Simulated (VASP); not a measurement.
# Mg (P6_3/mmc) in VASP: a series of runs

The runs below take Mg through single point, with PBE.

All numbers are computed with VASP 6.6.1; they aren't measurements. Logs are shortened: lines on timing, memory, paths and dates and some standing lists are left out, and cuts for length are marked.

## Step 1: The cell of the first run

It takes space group P6_3/mmc (No. 194, hexagonal). The conventional cell has a = 2.350 Å, b = 2.350 Å, c = 7.690 Å, α = 90.00°, β = 90.00°, γ = 120.00°. Within 3.1 Å of Mg (site symmetry -3m) lie 12 Mg at 2.35 Å. Within 3.1 Å of Mg (site symmetry -6m2) lie 12 Mg at 2.35 Å.

## Step 2: Single point, PBE

The input, INCAR:

```
SYSTEM = Mg
  ALGO = Normal
  EDIFF = 1E-6
  ENCUT = 520
  GGA = PE
  ISIF = 2
  ISMEAR = -1
  LASPH = .TRUE.
  LCHARG = .FALSE.
  LREAL = .FALSE.
  LWAVE = .FALSE.
  NBANDS = 12
  NELM = 100
  PREC = Accurate
  SIGMA = 0.08
```

The input, KPOINTS:

```
k-points
0
G
  11 11 3
  0 0 0
```

The input, POSCAR:

```
Mg
1.0
    2.3500823002      0.0000000000      0.0000000000
   -1.1750411501      2.0352309730      0.0000000000
    0.0000000000      0.0000000000      7.6901475708
Mg
4
Direct
    0.0000000000      0.0000000000      0.0000000000
    0.0000000000      0.0000000000      0.5000000000
    0.3333333333      0.6666666667      0.2500000000
    0.6666666667      0.3333333333      0.7500000000
```

Potentials or basis: VASP PAW PBE potentials, release 64 (Mg).

Launch:

```
cat potpaw_PBE.64/Mg/POTCAR > POTCAR
mpirun -np 1 vasp_std > vasp.out
```

OUTCAR:

```text
SYSTEM = Mg
   EDIFF = 1E-6
   ENCUT = 520
   GGA = PE
   ISIF = 2
   ISMEAR = -1
   LASPH = .TRUE.
   LREAL = .FALSE.
   NELM = 100
   PREC = Accurate

 ion  position               nearest neighbor table
   1  0.000  0.000  0.000-   3 2.35   4 2.35   4 2.35   3 2.35   4 2.35   3 2.35   3 3.33   4 3.33
                             3 3.33   4 3.33   3 3.33   4 3.33
   2  0.000  0.000  0.500-   3 2.35   4 2.35   4 2.35   3 2.35   4 2.35   3 2.35   3 3.33   4 3.33
                             3 3.33   4 3.33   3 3.33   4 3.33
   3  0.333  0.667  0.250-   1 2.35   2 2.35   1 2.35   2 2.35   1 2.35   2 2.35   1 3.33   2 3.33
                             1 3.33   2 3.33   1 3.33   2 3.33
   4  0.667  0.333  0.750-   1 2.35   2 2.35   1 2.35   2 2.35   1 2.35   2 2.35   1 3.33   2 3.33
                             1 3.33   2 3.33   1 3.33   2 3.33

  LATTYP: Found a hexagonal cell.
 ALAT       =     2.3500823002
 C/A-ratio  =     3.2722886216

  Lattice vectors:

 A1 = (   2.3500823002,   0.0000000000,   0.0000000000)
 A2 = (  -1.1750411501,   2.0352309730,   0.0000000000)
 A3 = (   0.0000000000,   0.0000000000,   7.6901475708)

Analysis of symmetry for initial positions (statically):
=====================================================================
 Subroutine PRICEL returns:
 Original cell was already a primitive cell.

 Routine SETGRP: Setting up the symmetry group for a
 hexagonal supercell.

 Subroutine GETGRP returns: Found 24 space group operations
 (whereof 12 operations were pure point group operations)
 out of a pool of 24 trial point group operations.

The static configuration has the point symmetry D_3d.
 The point group associated with its full space group is D_6h.

Analysis of symmetry for dynamics (positions and initial velocities):
=====================================================================
 Subroutine PRICEL returns:
 Original cell was already a primitive cell.

 Routine SETGRP: Setting up the symmetry group for a
 hexagonal supercell.

 Subroutine GETGRP returns: Found 24 space group operations
 (whereof 12 operations were pure point group operations)
 out of a pool of 24 trial point group operations.

The dynamic configuration has the point symmetry D_3d.
 The point group associated with its full space group is D_6h.

 Subroutine INISYM returns: Found 24 space group operations
 (whereof 12 operations are pure point group operations),
 and found     1 'primitive' translations

----------------------------------------------------------------------------------------

                                     Primitive cell

  volume of cell :      36.7817

  direct lattice vectors                    reciprocal lattice vectors
     2.350082300  0.000000000  0.000000000     0.425517013  0.245672362  0.000000000
    -1.175041150  2.035230973  0.000000000     0.000000000  0.491344724  0.000000000
     0.000000000  0.000000000  7.690147571     0.000000000  0.000000000  0.130036516

  length of vectors
     2.350082300  2.350082300  7.690147571     0.491344724  0.491344724  0.130036516

  position of ions in fractional coordinates (direct lattice)
     0.000000000  0.000000000  0.000000000
     0.000000000  0.000000000  0.500000000
     0.333333333  0.666666667  0.250000000
     0.666666667  0.333333333  0.750000000

  ion indices of the primitive-cell ions
   primitive index   ion index
                 1           1
                 2           2
                 3           3
                 4           4

----------------------------------------------------------------------------------------

 KPOINTS: k-points

Automatic generation of k-mesh.
 Grid dimensions read from file:
 generate k-points for:   11   11    3

 Generating k-lattice:

  Cartesian coordinates                     Fractional coordinates (reciprocal lattice)
     0.038683365  0.022333851  0.000000000     0.090909091  0.000000000  0.000000000
     0.000000000  0.044667702  0.000000000     0.000000000  0.090909091  0.000000000
     0.000000000  0.000000000  0.043345505     0.000000000  0.000000000  0.333333333

  Length of vectors
     0.044667702  0.044667702  0.043345505

  Shift w.r.t. Gamma in fractional coordinates (k-lattice)
     0.000000000  0.000000000  0.000000000

 Subroutine IBZKPT returns following result:
 ===========================================

 Found     32 irreducible k-points:

 Following reciprocal coordinates:
            Coordinates               Weight
  0.000000  0.000000  0.000000      1.000000
  0.090909  0.000000  0.000000      6.000000
  0.181818 -0.000000  0.000000      6.000000
  0.272727  0.000000  0.000000      6.000000
  0.363636  0.000000  0.000000      6.000000
  0.454545  0.000000  0.000000      6.000000
[... 16 lines left out ...]
  0.090909  0.090909  0.333333     12.000000
  0.181818  0.090909  0.333333     24.000000
 [... further k-points ...]
   k-points           NKPTS =     32   k-points in BZ     NKDIM =     32   number of bands    NBANDS=     12
   number of dos      NEDOS =    301   number of ions     NIONS =      4
   total plane-waves  NPLWV =  19440
   dimension x,y,z NGX =    18 NGY =   18 NGZ =   60
   dimension x,y,z NGXF=    36 NGYF=   36 NGZF=  120
   ions per type =               4
   NGX,Y,Z   is equivalent  to a cutoff of  12.73, 12.73, 12.97 a.u.
   NGXF,Y,Z  is equivalent  to a cutoff of  25.47, 25.47, 25.94 a.u.
 SYSTEM =  Mg
   PREC   = accura    normal or accurate (medium, high low for compatibility)
   ISTART =      0    job   : 0-new  1-cont  2-samecut
   ICHARG =      2    charge: 1-file 2-atom 10-const
   ISPIN  =      1    spin polarized calculation?
   LNONCOLLINEAR =      F non collinear calculations
   LSORBIT =      F    spin-orbit coupling
   LASPH  =      T    aspherical Exc in radial PAW
   ENCUT  =  520.0 eV  38.22 Ry    6.18 a.u.   4.37  4.37 14.30*2*pi/ulx,y,z
   NELM   =    100;   NELMIN=  2; NELMDL= -5     # of ELM steps
   EDIFF  = 0.1E-05   stopping-criterion for ELM
   LREAL  =      F    real-space projection
   EDIFFG = 0.1E-04   stopping-criterion for IOM
   NSW    =      0    number of steps for IOM
   IBRION =     -1    ionic relax: 0-MD 1-quasi-New 2-CG
   NFREE  =      0    steps in history (QN), initial steepest desc. (CG)
   ISIF   =      2    stress and relaxation
   ISYM   =      2    0-nonsym 1-usesym 2-fastsym
   POTIM  = 0.5000    time-step for ionic-motion
   TEBEG  =    0.0;   TEEND  =   0.0 temperature during run
   PSTRESS=    0.0 pullay stress
   NELECT =       8.0000    total number of electrons
   NUPDOWN=      -1.0000    fix difference up-down
   EMIN   =  10.00;   EMAX   =-10.00  energy-range for DOS
   EFERMI =   0.00;   METHOD = LEGACY
   ISMEAR =    -1;   SIGMA  =   0.08  broadening in eV -4-tet -1-fermi 0-gaus
   EFERMI_NEDOS =   21; number of points for ismear=-14 and -15
   IALGO  =     38    algorithm
   IMIX   =      4    mixing-type and parameters
     AMIX     =   0.40;   BMIX     =  1.00
     AMIX_MAG =   1.60;   BMIX_MAG =  1.00
  volume/ion in A,a.u.               =       9.20        62.05
  Fermi-wavevector in a.u.,A,eV,Ry     =   0.984527  1.860486 13.188040  0.969294
  Thomas-Fermi vector in A             =   2.115766
   LORBIT       =      0    0 simple, 1 ext, 2 COOP (PROOUT), +10 PAW based schemes
   GGA     = PE    functional components
   LHFCALC =     F    Hartree Fock is set to
   AEXX    =    0.0000 exact exchange contribution
   IVDW    =     0    specifies the selected vdW correction
   LEPSILON=     F    determine dielectric tensor
   LRPA    =     F    only Hartree local field effects (RPA)
 non-spin polarized calculation
  energy-cutoff  :      520.00
  volume of cell :       36.78
 maximum number of plane-waves:      1024
 NGX is ok and might be reduce to    18

 number of electron       8.0000000 magnetization

 Free energy of the ion-electron system (eV)
  ---------------------------------------------------
  ext. energy  EPLUGINS =         0.00000000
  ---------------------------------------------------
  free energy    TOTEN  =         9.73960260 eV

  energy without entropy =        9.74789551  energy(sigma->0) =        9.74374906

 E-fermi :   9.8378     XC(G=0): -11.8941

 val. band max:        9.6725323722   @ k =   0.3636   0.0909   0.0000
 cond. band min:       9.9502360158   @ k =   0.3636   0.2727   0.0000
 fundamental gap:      0.2777036436
 Fermi energy:         9.8377658410

 k-point     1 :       0.0000    0.0000    0.0000
  band No.  band energies     occupation
      1      -1.8524      2.00000
      2       0.6783      2.00000
      3       0.6856      2.00000
      4       6.7274      2.00000
      5       8.5170      2.00000
      6      17.8786      0.00000
      7      17.9279      0.00000
      8      27.0495      0.00000
      9      27.0495      0.00000
     10      28.0088      0.00000
     11      28.0119      0.00000
     12      28.2673      0.00000

 k-point     2 :       0.0909    0.0000    0.0000
  band No.  band energies     occupation
      1      -1.5443      2.00000
      2       0.9659      2.00000
      3       0.9732      2.00000
      4       6.9377      2.00000
      5       8.7955      2.00000
      6      17.9859      0.00000
      7      18.0778      0.00000
      8      23.8235      0.00000
      9      24.9507      0.00000
     10      25.0382      0.00000
     11      26.4572      0.00000
     12      27.4050      0.00000

 k-point     3 :       0.1818   -0.0000    0.0000
  band No.  band energies     occupation
      1      -0.6349      2.00000
      2       1.8156      2.00000
      3       1.8231      2.00000
      4       7.5743      2.00000
      5       9.5830      1.92051
      6      17.9241      0.00000
      7      18.3547      0.00000
      8      19.7925      0.00000
      9      21.1453      0.00000
     10      21.1923      0.00000
     11      24.5999      0.00000
     12      25.5022      0.00000
[... 286 lines left out ...]
 k-point    23 :       0.0909    0.0909    0.3333
  band No.  band energies     occupation
      1      -0.6526      2.00000
      2       0.1840      2.00000
      3       3.3537      2.00000
      4       5.5379      2.00000
      5      11.4924      0.00000
      6      14.7029      0.00000
      7      20.7449      0.00000
      8      21.3733      0.00000
      9      22.2750      0.00000
     10      22.8158      0.00000
     11      23.9730      0.00000
     12      26.1745      0.00000

 k-point    24 :       0.1818    0.0909    0.3333
  band No.  band energies     occupation
      1       0.5270      2.00000
      2       1.3375      2.00000
      3       4.4094      2.00000
      4       6.5146      2.00000
      5      12.2759      0.00000
      6      15.1694      0.00000
      7      17.4779      0.00000
      8      18.0753      0.00000
      9      19.5923      0.00000
     10      20.4112      0.00000
     11      22.6659      0.00000
     12      23.9168      0.00000

 [... further k-points ...]
[... 5 lines left out ...]
  --------------------------------------------------------------------------------------
  -------------------------------------------------------------------------------------
  Total       44.8262398     44.8262398     44.8457647      0.0000000      0.0000000     -0.0000000
  in kB     1952.5917239   1952.5917240   1953.4422095      0.0000000      0.0000000     -0.0000000
  external PRESSURE =    1952.8752191 kB  Pullay stress =       0.0000000 kB

 VOLUME and BASIS-vectors are now :
 -----------------------------------------------------------------------------
  energy-cutoff  :      520.00
  volume of cell :       36.78
      direct lattice vectors                 reciprocal lattice vectors
     2.350082300  0.000000000  0.000000000     0.425517013  0.245672362  0.000000000
    -1.175041150  2.035230973  0.000000000     0.000000000  0.491344724  0.000000000
     0.000000000  0.000000000  7.690147571     0.000000000  0.000000000  0.130036516

 POSITION                                       TOTAL-FORCE (eV/Angst)
 -----------------------------------------------------------------------------------
      0.00000      0.00000      0.00000        -0.000000      0.000000      0.000000
      0.00000      0.00000      3.84507        -0.000000      0.000000      0.000000
     -0.00000      1.35682      1.92254         0.000000     -0.000000      0.000000
      1.17504      0.67841      5.76761        -0.000000      0.000000     -0.000000
 -----------------------------------------------------------------------------------
    total drift:                               -0.000000      0.000000     -0.000000

  FREE ENERGIE OF THE ION-ELECTRON SYSTEM (eV)
  ---------------------------------------------------
  free  energy   TOTEN  =         9.7396026021 eV

  energy  without entropy=        9.7478955133  energy(sigma->0) =        9.74374906
```

Run time: 7 s. Hardware: 1 thread of Intel Xeon 6975P-C (Granite Rapids), shared host; peak memory 0.15 GiB.

What came out:

* Free energy: 9.7396 eV
* Pressure: 195.3 GPa
* Band gap on the k mesh: zero (band 4 reaches 10.84 eV, above the bottom of band 5 at 8.52 eV)

Stress tensor (GPa, compression positive):
```
195.26   0.00   0.00
  0.00 195.26   0.00
  0.00   0.00 195.34
```

## Step 3: Single point, PBE

The input, INCAR:

```
PREC     = Accurate       # precision mode
ENCUT    = 520            # plane-wave cutoff, eV
EDIFF    = 1E-7           # SCF threshold, eV
ISMEAR   = -1             # smearing method
SIGMA    = 0.08           # smearing width, eV
LREAL    = F              # projectors in reciprocal space
LASPH    = T              # aspherical terms in the spheres
NELM     = 80             # most SCF steps
ALGO     = Normal         # electronic algorithm
ISIF     = 2              # what is computed and relaxed
LWAVE    = F              # write WAVECAR
LCHARG   = F              # write CHGCAR
GGA      = PE             # functional
NBANDS   = 12             # bands
```

The input, KPOINTS:

```
regular mesh
0
Gamma
  11 11 3
```

POSCAR is that of step 2.

Potentials or basis: VASP PAW PBE potentials, release 64 (Mg).

Launch:

```
cat potpaw_PBE.64/Mg/POTCAR > POTCAR
mpirun -np 1 vasp_std > vasp.out
```

It took 7.7 s on 1 thread of Intel Xeon 6975P-C (Granite Rapids), shared host; peak memory 0.14 GiB.

Results (log left out):

```
Free energy            : 9.7396 eV
Pressure               : 195.3 GPa
Band gap on the k mesh : zero (band 4 reaches 10.84 eV, above the bottom of band 5 at 8.52 eV)
```

Stress tensor (GPa, compression positive):
```
195.26   0.00   0.00
  0.00 195.26   0.00
  0.00   0.00 195.34
```

Levels at points of the mesh, in eV from the Fermi level:
```tsv
k point	band 1	band 2	band 3	band 4	band 5	band 6	band 7	band 8
(0.00, 0.00, 0.00)	-11.69	-9.16	-9.15	-3.11	-1.32	8.04	8.09	17.21
```

## Step 4: Single point, PBE

This run uses another cell than the first one, of 10.34 Å³/atom, 1.125 times its volume.

The input, INCAR:

```
SYSTEM = Mg
PREC = Accurate ; ENCUT = 520
EDIFF = 1E-6 ; ISMEAR = -1
SIGMA = 0.08 ; LREAL = .FALSE.
LASPH = .TRUE. ; NELM = 80
ALGO = Normal ; ISIF = 2
LWAVE = .FALSE. ; LCHARG = .TRUE.
GGA = PE ; LELF = .TRUE.
LVHAR = .TRUE. ; NBANDS = 12
```

The input, KPOINTS:

```
Automatic mesh
0
G
  11 11 3
  0 0 0
```

The input, POSCAR:

```
Mg
1.0
    2.4470983679      0.0000000000      0.0000000000
   -1.2235491840      2.1192493522      0.0000000000
    0.0000000000      0.0000000000      7.9790371049
Mg
4
Direct
    0.0000000000      0.0000000000      0.0000000000
    0.0000000000      0.0000000000      0.5000000000
    0.3333333333      0.6666666667      0.2500000000
    0.6666666667      0.3333333333      0.7500000000
```

Launch:

```
cat potpaw_PBE.64/Mg/POTCAR > POTCAR
mpirun -np 1 vasp_std > vasp.out
```

It took 6.9 s on 1 thread of Intel Xeon 6975P-C (Granite Rapids), shared host; peak memory 0.15 GiB.

The run converged. Its results:

| Property | Result |
| --- | --- |
| Free energy | 5.0469 eV |
| Pressure | 135.9 GPa |
| Band gap on the k mesh | zero (band 4 reaches 9.63 eV, above the bottom of band 5 at 7.28 eV) |

Stress tensor (GPa, compression positive):
```
135.60   0.00   0.00
  0.00 135.60   0.00
  0.00   0.00 136.52
```

Levels at points of the mesh, in eV from the Fermi level:
```
           k point  band 1  band 2  band 3  band 4  band 5  band 6  band 7  band 8  band 9
(0.00, 0.00, 0.00)  -10.99   -8.64   -8.64   -2.93   -1.25    7.70    7.74   16.31   16.31
```
